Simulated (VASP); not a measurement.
# MoS (Fm-3m) in VASP: a series of runs

The runs below take MoS through single point, relaxation of cell and atoms, with PBE.

All numbers are computed with VASP 6.6.1; they aren't measurements. Logs are shortened: lines on timing, memory, paths and dates and some standing lists are left out, and cuts for length are marked.

**1. The cell of the first run**

The structure is cubic, space group Fm-3m (No. 225). The conventional cell has a = 4.956 Å, b = 4.956 Å, c = 4.956 Å, α = 90.00°, β = 90.00°, γ = 90.00°. Mo (site symmetry m-3m) has 6 S at 2.48 Å within 3.3 Å. Within 3.3 Å of S (site symmetry m-3m) lie 6 Mo at 2.48 Å.

**2. Single point, PBE, collinear spin**

The input, INCAR:

```
PREC = Accurate ; ENCUT = 520
EDIFF = 1E-7 ; ISMEAR = 0
SIGMA = 0.1 ; LREAL = F
LASPH = T ; NELM = 150
ALGO = Normal ; ISIF = 2
LWAVE = F ; LCHARG = F
ISPIN = 2 ; MAGMOM = 0.43 0
LORBIT = 11 ; LMAXMIX = 4
GGA = PE ; NBANDS = 21
```

The input, KPOINTS:

```
regular mesh
0
Gamma
  20 20 20
```

The input, POSCAR:

```
MoS
1.0
    0.0000000000      2.4781150262      2.4781150262
    2.4781150262      0.0000000000      2.4781150262
    2.4781150262      2.4781150262      0.0000000000
Mo S
1 1
Direct
    0.0000000000      0.0000000000      0.0000000000
    0.5000000000      0.5000000000      0.5000000000
```

Potentials or basis: VASP PAW PBE potentials, release 64 (Mo_sv, S).

Launch:

```bash
> cat potpaw_PBE.64/Mo_sv/POTCAR potpaw_PBE.64/S/POTCAR > POTCAR
> mpirun -np 1 vasp_std > vasp.out
```

OUTCAR:

```text
PREC = Accurate
   ENCUT = 520
   EDIFF = 1E-7
   ISMEAR = 0
   LREAL = F
   LASPH = T
   NELM = 150
   ISIF = 2
   ISPIN = 2
   LORBIT = 11
   GGA = PE

 ion  position               nearest neighbor table
   1  0.000  0.000  0.000-   2 2.48   2 2.48   2 2.48   2 2.48   2 2.48   2 2.48
   2  0.500  0.500  0.500-   1 2.48   1 2.48   1 2.48   1 2.48   1 2.48   1 2.48

  LATTYP: Found a face centered cubic cell.
 ALAT       =     4.9562300524

  Lattice vectors:

 A1 = (   0.0000000000,   2.4781150262,   2.4781150262)
 A2 = (   2.4781150262,   0.0000000000,   2.4781150262)
 A3 = (   2.4781150262,   2.4781150262,   0.0000000000)

Analysis of symmetry for initial positions (statically):
=====================================================================
 Subroutine PRICEL returns:
 Original cell was already a primitive cell.

 Routine SETGRP: Setting up the symmetry group for a
 face centered cubic supercell.

 Subroutine GETGRP returns: Found 48 space group operations
 (whereof 48 operations were pure point group operations)
 out of a pool of 48 trial point group operations.

The static configuration has the point symmetry O_h .

Analysis of symmetry for dynamics (positions and initial velocities):
=====================================================================
 Subroutine PRICEL returns:
 Original cell was already a primitive cell.

 Routine SETGRP: Setting up the symmetry group for a
 face centered cubic supercell.

 Subroutine GETGRP returns: Found 48 space group operations
 (whereof 48 operations were pure point group operations)
 out of a pool of 48 trial point group operations.

The dynamic configuration has the point symmetry O_h .

Analysis of structural, dynamic, and magnetic symmetry:
=====================================================================
 Subroutine PRICEL returns:
 Original cell was already a primitive cell.

 Routine SETGRP: Setting up the symmetry group for a
 face centered cubic supercell.

 Subroutine GETGRP returns: Found 48 space group operations
 (whereof 48 operations were pure point group operations)
 out of a pool of 48 trial point group operations.

The overall configuration has the point symmetry O_h .

 Subroutine INISYM returns: Found 48 space group operations
 (whereof 48 operations are pure point group operations),
 and found     1 'primitive' translations

[... 117 lines left out ...]
  Thomas-Fermi vector in A             =   2.543884
   LORBIT       =     11    0 simple, 1 ext, 2 COOP (PROOUT), +10 PAW based schemes
   GGA     = PE    functional components
   LHFCALC =     F    Hartree Fock is set to
   AEXX    =    0.0000 exact exchange contribution
   IVDW    =     0    specifies the selected vdW correction
   LEPSILON=     F    determine dielectric tensor
   LRPA    =     F    only Hartree local field effects (RPA)
 spin polarized calculation
 Gauss-broadening in eV      SIGMA  =   0.10
  energy-cutoff  :      520.00
  volume of cell :       30.44
 maximum number of plane-waves:       869
 NGX is ok and might be reduce to    28
   NGX = 13   NGY = 13   NGZ = 13

 number of electron      20.0000002 magnetization       0.0006224

 number of electron      20.0000002 magnetization      -0.0002743

 Free energy of the ion-electron system (eV)
  ---------------------------------------------------
  ext. energy  EPLUGINS =         0.00000000
  ---------------------------------------------------
  free energy    TOTEN  =       -14.64224377 eV

  energy without entropy =      -14.62775419  energy(sigma->0) =      -14.63499898

 E-fermi :  11.5669     XC(G=0): -12.3034

 val. band max:       11.5641229369   @ k =  -0.4500   0.1000   0.0500
 cond. band min:      11.5674711066   @ k =  -0.4500   0.1500   0.0500
 fundamental gap:      0.0033481697
 Fermi energy:        11.5668812262

 spin component 1

 k-point     1 :       0.0000    0.0000    0.0000
  band No.  band energies     occupation
      1     -49.9138      1.00000
      2     -23.9849      1.00000
      3     -23.9849      1.00000
      4     -23.9849      1.00000
      5      -4.7782      1.00000
      6       8.5749      1.00000
[... 565 lines left out ...]
     20      26.8036      0.00000
     21      31.2407      0.00000

 [... further k-points ...]

 spin component 2

 k-point     1 :       0.0000    0.0000    0.0000
  band No.  band energies     occupation
      1     -49.9140      1.00000
      2     -23.9851      1.00000
      3     -23.9851      1.00000
      4     -23.9851      1.00000
      5      -4.7782      1.00000
      6       8.5749      1.00000
[... 565 lines left out ...]
     20      26.8035      0.00000
     21      31.2406      0.00000

 [... further k-points ...]

------------------------ aborting loop because EDIFF is reached ----------------------------------------

  FORCE on cell =-STRESS in cart. coord.  units (eV):
  Direction    XX          YY          ZZ          XY          YZ          ZX
  --------------------------------------------------------------------------------------
  -------------------------------------------------------------------------------------
  Total        0.0272987      0.0272987      0.0272987      0.0000000     -0.0000000      0.0000000
  in kB        1.4370051      1.4370051      1.4370051      0.0000000     -0.0000000      0.0000000
  external PRESSURE =       1.4370051 kB  Pullay stress =       0.0000000 kB

 VOLUME and BASIS-vectors are now :
 -----------------------------------------------------------------------------
  energy-cutoff  :      520.00
  volume of cell :       30.44
      direct lattice vectors                 reciprocal lattice vectors
     0.000000000  2.478115026  2.478115026    -0.201766260  0.201766260  0.201766260
     2.478115026  0.000000000  2.478115026     0.201766260 -0.201766260  0.201766260
     2.478115026  2.478115026  0.000000000     0.201766260  0.201766260 -0.201766260

 POSITION                                       TOTAL-FORCE (eV/Angst)
 -----------------------------------------------------------------------------------
      0.00000      0.00000      0.00000         0.000000      0.000000      0.000000
      2.47812      2.47812      2.47812        -0.000000      0.000000     -0.000000
 -----------------------------------------------------------------------------------
    total drift:                               -0.000000      0.000000      0.000000

  FREE ENERGIE OF THE ION-ELECTRON SYSTEM (eV)
  ---------------------------------------------------
  free  energy   TOTEN  =       -14.6422437671 eV

  energy  without entropy=      -14.6277541946  energy(sigma->0) =      -14.63499898

 total charge

# of ion       s       p       d       tot
------------------------------------------
    1        2.214   6.119   4.068  12.401
    2        1.309   2.404   0.000   3.713
--------------------------------------------------
tot          3.523   8.523   4.068  16.115

 magnetization (x)

# of ion       s       p       d       tot
------------------------------------------
    1       -0.000  -0.000  -0.000  -0.000
    2        0.000   0.000   0.000   0.000
--------------------------------------------------
tot         -0.000   0.000  -0.000  -0.000
```

OSZICAR:

```text
N       E                     dE             d eps       ncg     rms          rms(c)
DAV:   1     0.138695990482E+03    0.13870E+03   -0.10123E+04 21544   0.908E+02
DAV:   2    -0.116688847745E+02   -0.15036E+03   -0.14537E+03 24972   0.274E+02
DAV:   3    -0.153900306530E+02   -0.37211E+01   -0.36865E+01 25634   0.401E+01
[... 14 lines left out ...]
DAV:  18    -0.146422402889E+02   -0.43281E-05   -0.18391E-05 24561   0.224E-02    0.269E-02
DAV:  19    -0.146422424900E+02   -0.22011E-05   -0.11014E-05 24453   0.169E-02    0.169E-02
DAV:  20    -0.146422435799E+02   -0.10900E-05   -0.17610E-05 23912   0.211E-02    0.101E-02
DAV:  21    -0.146422437578E+02   -0.17790E-06   -0.68836E-07 24896   0.460E-03    0.248E-03
DAV:  22    -0.146422437671E+02   -0.92523E-08   -0.40328E-08 12477   0.112E-03
   1 F= -.14642244E+02 E0= -.14634999E+02  d E =-.144896E-01  mag=     0.0000
```

stdout:

```text
POSCAR found type information on POSCAR MoS
 POSCAR found :  2 types and       2 ions
 scaLAPACK will be used
 LDA part: xc-table for (Slater+PW92), standard interpolation
 POSCAR, INCAR and KPOINTS ok, starting setup
 FFT: planning ... GRIDC
 FFT: planning ... GRID_SOFT
 FFT: planning ... GRID
 WAVECAR not read
 entering main loop
```

It took 4.9 min on 1 thread of AMD EPYC 9R45 (Zen 5), shared host; peak memory 0.33 GiB.

Results:

| Property | Result |
| --- | --- |
| Free energy | -14.6422 eV |
| Pressure | 0.1 GPa |
| Band gap on the k mesh | zero (filled and empty bands overlap) |
| Net moment | 0.00 μB per cell |
| Valence electrons inside the program's atomic spheres | Mo 12.40; S 3.71 |

**3. Relaxation of cell and atoms, PBE, collinear spin**

This run uses another cell than the first one, of 15.26 Å³/atom.

The input, INCAR:

```
ALGO     = Normal         # electronic algorithm
EDIFF    = 1E-7           # SCF threshold, eV
EDIFFG   = -0.01          # ionic threshold
ENCUT    = 600            # plane-wave cutoff, eV
GGA      = PE             # functional
IBRION   = 2              # ionic algorithm
ISIF     = 3              # what is computed and relaxed
ISMEAR   = 0              # smearing method
ISPIN    = 2              # spin polarisation
LASPH    = True           # aspherical terms in the spheres
LCHARG   = False          # write CHGCAR
LMAXMIX  = 4              # l up to which the mixer works
LORBIT   = 11             # projections on sites
LREAL    = False          # projectors in reciprocal space
LWAVE    = False          # write WAVECAR
MAGMOM   = 0.43 0         # initial moments
NELM     = 150            # most SCF steps
NSW      = 100            # ionic steps
PREC     = Accurate       # precision mode
SIGMA    = 0.1            # smearing width, eV
```

The input, KPOINTS:

```
k-points
0
Gamma
  20 20 20
```

The input, POSCAR:

```
MoS
1.0
    0.0000000000      2.4806248472      2.4806248472
    2.4806248472      0.0000000000      2.4806248472
    2.4806248472      2.4806248472      0.0000000000
Mo S
1 1
Direct
    0.0000000000      0.0000000000      0.0000000000
    0.5000000000      0.5000000000      0.5000000000
```

Potentials or basis: VASP PAW PBE potentials, release 64 (Mo_sv, S).

Launch:

```bash
> cat potpaw_PBE.64/Mo_sv/POTCAR potpaw_PBE.64/S/POTCAR > POTCAR
> mpirun -np 1 vasp_std > vasp.out
```

OUTCAR:

```text
EDIFF = 1E-7
   EDIFFG = -0.01
   ENCUT = 600
   GGA = PE
   IBRION = 2
   ISIF = 3
   ISMEAR = 0
   ISPIN = 2
   LASPH = True
   LORBIT = 11
   LREAL = False
   NELM = 150
   NSW = 100
   PREC = Accurate

 ion  position               nearest neighbor table
   1  0.000  0.000  0.000-   2 2.48   2 2.48   2 2.48   2 2.48   2 2.48   2 2.48
   2  0.500  0.500  0.500-   1 2.48   1 2.48   1 2.48   1 2.48   1 2.48   1 2.48

  LATTYP: Found a face centered cubic cell.
 ALAT       =     4.9612496944

  Lattice vectors:

 A1 = (   0.0000000000,   2.4806248472,   2.4806248472)
 A2 = (   2.4806248472,   0.0000000000,   2.4806248472)
 A3 = (   2.4806248472,   2.4806248472,   0.0000000000)

Analysis of symmetry for initial positions (statically):
=====================================================================
 Subroutine PRICEL returns:
 Original cell was already a primitive cell.

 Routine SETGRP: Setting up the symmetry group for a
 face centered cubic supercell.

 Subroutine GETGRP returns: Found 48 space group operations
 (whereof 48 operations were pure point group operations)
 out of a pool of 48 trial point group operations.

The static configuration has the point symmetry O_h .

Analysis of symmetry for dynamics (positions and initial velocities):
=====================================================================
 Subroutine PRICEL returns:
 Original cell was already a primitive cell.

 Routine SETGRP: Setting up the symmetry group for a
 face centered cubic supercell.

 Subroutine GETGRP returns: Found 48 space group operations
 (whereof 48 operations were pure point group operations)
 out of a pool of 48 trial point group operations.

The dynamic configuration has the point symmetry O_h .

Analysis of structural, dynamic, and magnetic symmetry:
=====================================================================
 Subroutine PRICEL returns:
 Original cell was already a primitive cell.

 Routine SETGRP: Setting up the symmetry group for a
 face centered cubic supercell.

 Subroutine GETGRP returns: Found 48 space group operations
 (whereof 48 operations were pure point group operations)
 out of a pool of 48 trial point group operations.

[... 152 lines left out ...]

  FORCE on cell =-STRESS in cart. coord.  units (eV):
  Direction    XX          YY          ZZ          XY          YZ          ZX
  --------------------------------------------------------------------------------------
  -------------------------------------------------------------------------------------
  Total       -0.0775653     -0.0775653     -0.0775653      0.0000000     -0.0000000      0.0000000
  in kB       -4.0706621     -4.0706621     -4.0706621      0.0000000     -0.0000000      0.0000000
  external PRESSURE =      -4.0706621 kB  Pullay stress =       0.0000000 kB
[... 59 lines left out ...]
--------------------------------------- Ionic step        3  -------------------------------------------

 number of electron      20.0000002 magnetization      -0.0001572

 Free energy of the ion-electron system (eV)
  ---------------------------------------------------
  ext. energy  EPLUGINS =         0.00000000
  ---------------------------------------------------
  free energy    TOTEN  =       -14.64270025 eV

  energy without entropy =      -14.62819396  energy(sigma->0) =      -14.63544710

 E-fermi :  11.5570     XC(G=0): -12.3001

 val. band max:       11.5541731283   @ k =  -0.4500   0.1000   0.0500
 cond. band min:      11.5576371621   @ k =  -0.4500   0.1500   0.0500
 fundamental gap:      0.0034640337
 Fermi energy:        11.5569536977

 spin component 1

 k-point     1 :       0.0000    0.0000    0.0000
  band No.  band energies     occupation
      1     -49.9235      1.00000
      2     -23.9950      1.00000
      3     -23.9950      1.00000
      4     -23.9950      1.00000
      5      -4.7834      1.00000
      6       8.5658      1.00000
      7       8.5658      1.00000
      8       8.5658      1.00000
      9       9.1579      1.00000
     10       9.1579      1.00000
     11       9.1579      1.00000
     12       9.5745      1.00000
     13       9.5745      1.00000
     14      15.0236      0.00000
[... 379 lines left out ...]
      3     -24.0196      1.00000
      4     -24.0126      1.00000
      5      -3.2664      1.00000
      6       3.6799      1.00000
      7       5.4150      1.00000
      8       5.5472      1.00000
      9      10.8929      1.00000
     10      11.0020      1.00000
     11      11.5695      0.42949
     12      14.5462      0.00000
     13      15.6454      0.00000
     14      15.6585      0.00000

 [... further k-points ...]

 spin component 2

 k-point     1 :       0.0000    0.0000    0.0000
  band No.  band energies     occupation
      1     -49.9236      1.00000
      2     -23.9951      1.00000
      3     -23.9951      1.00000
      4     -23.9951      1.00000
      5      -4.7834      1.00000
      6       8.5658      1.00000
      7       8.5658      1.00000
      8       8.5658      1.00000
      9       9.1578      1.00000
     10       9.1578      1.00000
     11       9.1578      1.00000
     12       9.5744      1.00000
     13       9.5744      1.00000
     14      15.0236      0.00000
[... 420 lines left out ...]
  FREE ENERGIE OF THE ION-ELECTRON SYSTEM (eV)
  ---------------------------------------------------
  free  energy   TOTEN  =       -14.6427002450 eV

  energy  without entropy=      -14.6281939583  energy(sigma->0) =      -14.63544710

 reached required accuracy - stopping structural energy minimisation

 total charge

# of ion       s       p       d       tot
------------------------------------------
    1        2.214   6.119   4.068  12.401
    2        1.309   2.403   0.000   3.713
--------------------------------------------------
tot          3.523   8.522   4.068  16.114

 magnetization (x)

# of ion       s       p       d       tot
------------------------------------------
    1       -0.000  -0.000  -0.000  -0.000
    2       -0.000   0.000   0.000   0.000
--------------------------------------------------
tot         -0.000   0.000  -0.000  -0.000
```

It took 4.1 min on 1 thread of Intel Xeon 6975P-C (Granite Rapids), shared host; peak memory 0.35 GiB.

What came out:

```
Free energy                                           : -14.6427 eV
Relaxed volume                                        : 15.23 Å³/atom
Relaxed cell                                          : a = 3.505 Å, b = 3.505 Å, c = 3.505 Å, α = 60.00°, β = 60.00°, γ = 60.00°
Space group after relaxing (to 0.1 Å)                 : Fm-3m (No. 225)
Energy gained by relaxing                             : 0.0 meV/atom
Ionic steps                                           : 3
Pressure after relaxing                               : 0.0 GPa
Band gap on the k mesh                                : zero (filled and empty bands overlap)
Net moment                                            : 0.00 μB per cell
Valence electrons inside the program's atomic spheres : Mo 12.40; S 3.71
```

Final structure:
```
CELL_PARAMETERS angstrom
0.00000 2.47863 2.47863
2.47863 0.00000 2.47863
2.47863 2.47863 0.00000
ATOMIC_POSITIONS crystal
Mo 0.00000 0.00000 0.00000
S 0.50000 0.50000 0.50000
```
